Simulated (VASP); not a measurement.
# ZrO2 (P4_2/nmc) in VASP: electric field gradients with PBE

Aim: the electric field gradients of ZrO2 with PBE.

Everything below comes from runs of VASP 6.6.1. Logs are shortened: lines on timing, memory, paths and dates and some standing lists are left out, and cuts for length are marked.

### Step 1. The cell of the first run

The structure is tetragonal, space group P4_2/nmc (No. 137). Conventional cell: a = 3.596 Å, b = 3.596 Å, c = 5.177 Å, α = 90.00°, β = 90.00°, γ = 90.00°. Within 2.8 Å of Zr (site symmetry -4m2) lie 8 O at 2.08 to 2.37 Å. Within 2.8 Å of O (site symmetry 2mm) lie 4 Zr at 2.08 to 2.37 Å and 6 O at 2.59 Å.

### Step 2. Electric field gradients, PBE

INCAR reads:

```
PREC = Accurate ; ENCUT = 520
EDIFF = 1E-8 ; ISMEAR = -1
SIGMA = 0.02 ; LREAL = F
LASPH = T ; NELM = 120
ALGO = Normal ; ISIF = 2
LWAVE = F ; LCHARG = F
GGA = PE ; LEFG = T
NBANDS = 33 ; GGA_COMPAT = F
```

KPOINTS reads:

```
regular mesh
0
Gamma
  8 8 6
```

POSCAR reads:

```
ZrO2
1.0
    3.5961000000      0.0000000000      0.0000000000
    0.0000000000      3.5961000000      0.0000000000
    0.0000000000      0.0000000000      5.1770000000
Zr O
2 4
Direct
    0.0000000000      0.0000000000      0.0000000000
    0.5000000000      0.5000000000      0.5000000000
    0.0000000000      0.5000000000      0.2030000000
    0.0000000000      0.5000000000      0.7030000000
    0.5000000000      0.0000000000      0.2970000000
    0.5000000000      0.0000000000      0.7970000000
```

Potentials or basis: VASP PAW PBE potentials, release 64 (Zr_sv, O).

On the command line:

```
$ cat potpaw_PBE.64/Zr_sv/POTCAR potpaw_PBE.64/O/POTCAR > POTCAR
$ mpirun -np 1 vasp_std > vasp.out
```

OUTCAR:

```text
PREC = Accurate
   ENCUT = 520
   EDIFF = 1E-8
   ISMEAR = -1
   LREAL = F
   LASPH = T
   NELM = 120
   ISIF = 2
   GGA = PE

 ion  position               nearest neighbor table
   1  0.000  0.000  0.000-   3 2.08   6 2.08   3 2.08   6 2.08   5 2.37   4 2.37   5 2.37   4 2.37
                             2 3.63   2 3.63   2 3.63   2 3.63   2 3.63   2 3.63   2 3.63   2 3.63
   2  0.500  0.500  0.500-   4 2.08   5 2.08   5 2.08   4 2.08   3 2.37   6 2.37   3 2.37   6 2.37
                             1 3.63   1 3.63   1 3.63   1 3.63   1 3.63   1 3.63   1 3.63   1 3.63
   3  0.000  0.500  0.203-   1 2.08   1 2.08   2 2.37   2 2.37
   4  0.000  0.500  0.703-   2 2.08   2 2.08   1 2.37   1 2.37
   5  0.500  0.000  0.297-   2 2.08   2 2.08   1 2.37   1 2.37
   6  0.500  0.000  0.797-   1 2.08   1 2.08   2 2.37   2 2.37

  LATTYP: Found a simple tetragonal cell.
 ALAT       =     3.5961000000
 C/A-ratio  =     1.4396151386

  Lattice vectors:

 A1 = (   3.5961000000,   0.0000000000,   0.0000000000)
 A2 = (   0.0000000000,   3.5961000000,   0.0000000000)
 A3 = (   0.0000000000,   0.0000000000,   5.1770000000)

Analysis of symmetry for initial positions (statically):
=====================================================================
 Subroutine PRICEL returns:
 Original cell was already a primitive cell.

 Routine SETGRP: Setting up the symmetry group for a
 simple tetragonal supercell.

 Subroutine GETGRP returns: Found 16 space group operations
 (whereof  8 operations were pure point group operations)
 out of a pool of 16 trial point group operations.

The static configuration has the point symmetry D_2d.
 The point group associated with its full space group is D_4h.

Analysis of symmetry for dynamics (positions and initial velocities):
=====================================================================
 Subroutine PRICEL returns:
 Original cell was already a primitive cell.

 Routine SETGRP: Setting up the symmetry group for a
 simple tetragonal supercell.

 Subroutine GETGRP returns: Found 16 space group operations
 (whereof  8 operations were pure point group operations)
 out of a pool of 16 trial point group operations.

The dynamic configuration has the point symmetry D_2d.
[... 162 lines left out ...]

 k-point     1 :       0.0000    0.0000    0.0000
  band No.  band energies     occupation
      1     -40.9687      2.00000
      2     -40.9132      2.00000
      3     -19.5404      2.00000
      4     -18.9888      2.00000
      5     -18.9888      2.00000
      6     -18.8670      2.00000
[... 853 lines left out ...]
     32      14.6816      0.00000
     33      14.9388      0.00000

 [... further k-points ...]

------------------------ aborting loop because EDIFF is reached ----------------------------------------

  FORCE on cell =-STRESS in cart. coord.  units (eV):
  Direction    XX          YY          ZZ          XY          YZ          ZX
  --------------------------------------------------------------------------------------
  -------------------------------------------------------------------------------------
  Total        2.2377765      2.2377765      2.5942320      0.0000000      0.0000000      0.0000000
  in kB       53.5532210     53.5532210     62.0837172      0.0000000      0.0000000      0.0000000
  external PRESSURE =      56.3967197 kB  Pullay stress =       0.0000000 kB

 VOLUME and BASIS-vectors are now :
 -----------------------------------------------------------------------------
  energy-cutoff  :      520.00
  volume of cell :       66.95
      direct lattice vectors                 reciprocal lattice vectors
     3.596100000  0.000000000  0.000000000     0.278079030  0.000000000  0.000000000
     0.000000000  3.596100000  0.000000000     0.000000000  0.278079030  0.000000000
     0.000000000  0.000000000  5.177000000     0.000000000  0.000000000  0.193162063

 POSITION                                       TOTAL-FORCE (eV/Angst)
 -----------------------------------------------------------------------------------
      0.00000      0.00000      0.00000        -0.000000      0.000000     -0.000000
      1.79805      1.79805      2.58850         0.000000     -0.000000     -0.000000
      0.00000      1.79805      1.05093        -0.000000      0.000000     -0.024862
      0.00000      1.79805      3.63943        -0.000000      0.000000     -0.024862
      1.79805      0.00000      1.53757        -0.000000     -0.000000      0.024862
      1.79805      0.00000      4.12607         0.000000     -0.000000      0.024862
 -----------------------------------------------------------------------------------
    total drift:                                0.000000      0.000000      0.000000

  FREE ENERGIE OF THE ION-ELECTRON SYSTEM (eV)
  ---------------------------------------------------
  free  energy   TOTEN  =       -57.2941696540 eV

  energy  without entropy=      -57.2941696540  energy(sigma->0) =      -57.29416965

 Electric field gradients (V/A^2)
---------------------------------------------------------------------
 ion       V_xx      V_yy      V_zz      V_xy      V_xz      V_yz
---------------------------------------------------------------------
   1     -23.996   -23.996    47.993     0.000    -0.000     0.000
   2     -23.996   -23.996    47.993    -0.000    -0.000     0.000
   3       9.740    -5.926    -3.814    -0.000    -0.000    -0.000
   4      -5.926     9.740    -3.814    -0.000    -0.000     0.000
   5       9.740    -5.926    -3.814    -0.000    -0.000     0.000
   6      -5.926     9.740    -3.814     0.000     0.000     0.000
---------------------------------------------------------------------

 Electric field gradients after diagonalization (V/A^2)
 (convention: |V_zz| > |V_xx| > |V_yy|)
----------------------------------------------------------------------
 ion       V_xx      V_yy      V_zz     asymmetry (V_yy - V_xx)/ V_zz
----------------------------------------------------------------------
   1     -23.996   -23.996    47.993       0.000
   2     -23.996   -23.996    47.993       0.000
   3      -5.926    -3.814     9.740       0.217
   4      -5.926    -3.814     9.740       0.217
   5      -5.926    -3.814     9.740       0.217
   6      -5.926    -3.814     9.740       0.217
----------------------------------------------------------------------

           NMR quadrupolar parameters

 Cq : quadrupolar parameter    Cq=e*Q*V_zz/h
 eta: asymmetry parameters     (V_yy - V_xx)/ V_zz
 Q  : nuclear electric quadrupole moment in mb (millibarn)
----------------------------------------------------------------------
 ion       Cq(MHz)       eta       Q (mb)
----------------------------------------------------------------------
   1       0.116       0.000       1.000
   2       0.116       0.000       1.000
   3       0.024       0.217       1.000
   4       0.024       0.217       1.000
   5       0.024       0.217       1.000
   6       0.024       0.217       1.000
----------------------------------------------------------------------
```

stdout:

```text
POSCAR found type information on POSCAR ZrO
 POSCAR found :  2 types and       6 ions
 scaLAPACK will be used
 LDA part: xc-table for (Slater+PW92), standard interpolation
 POSCAR, INCAR and KPOINTS ok, starting setup
 FFT: planning ... GRIDC
 FFT: planning ... GRID_SOFT
 FFT: planning ... GRID
 WAVECAR not read
 entering main loop
ion   1

ion   2

ion   3

ion   4

ion   5

ion   6
```

It took 1.9 min on 1 thread of Intel Xeon Platinum 8259CL at 2.50GHz (Skylake/Cascade Lake), shared host; peak memory 0.24 GiB.

Results:

| Quantity | Value |
| --- | --- |
| Free energy | -57.2942 eV |
| Pressure | 5.6 GPa |
| Largest force | 0.025 eV/Å |
| Band gap on the k mesh | 4.01 eV, indirect (least direct gap 4.12 eV) |

Forces in eV/Å, atoms in the order of the input:
```
Zr   0.000  0.000  0.000
Zr   0.000  0.000  0.000
O    0.000  0.000 -0.025
O    0.000  0.000 -0.025
O    0.000  0.000  0.025
O    0.000  0.000  0.025
```

Levels at points of the mesh, in eV from the valence-band top:
```csv
k point,band 22,band 23,band 24,band 25,band 26,band 27
"(0.00, 0.00, 0.00)",-0.11,-0.11,-0.11,4.01,4.54,5.12
"(0.50, 0.00, 0.00)",-1.44,-0.11,-0.11,4.44,4.44,5.38
"(0.50, 0.50, 0.00)",-0.85,-0.30,-0.30,5.13,5.13,5.34
"(0.00, 0.00, 0.50)",-0.50,-0.03,-0.03,4.58,4.58,5.16
"(0.50, 0.00, 0.50)",-1.28,-0.90,-0.90,4.56,4.56,4.82
"(0.50, 0.50, 0.50)",-1.38,-0.03,-0.03,5.17,5.17,5.58
```

Electric field gradients, principal values (V/Å²):
| atom | least | middle | greatest (by size) |
| --- | --- | --- | --- |
| 1 Zr | -23.996 | -23.996 | 47.993 |
| 2 Zr | -23.996 | -23.996 | 47.993 |
| 3 O | -3.814 | -5.926 | 9.740 |
| 4 O | -3.814 | -5.926 | 9.740 |
| 5 O | -3.814 | -5.926 | 9.740 |
| 6 O | -3.814 | -5.926 | 9.740 |

Caveat: without QUAD_EFG the Cq values of the log hold for a quadrupole moment of 1 mb, not for the nuclei. A hybrid or GW would open this gap; PBE tends to underestimate it.
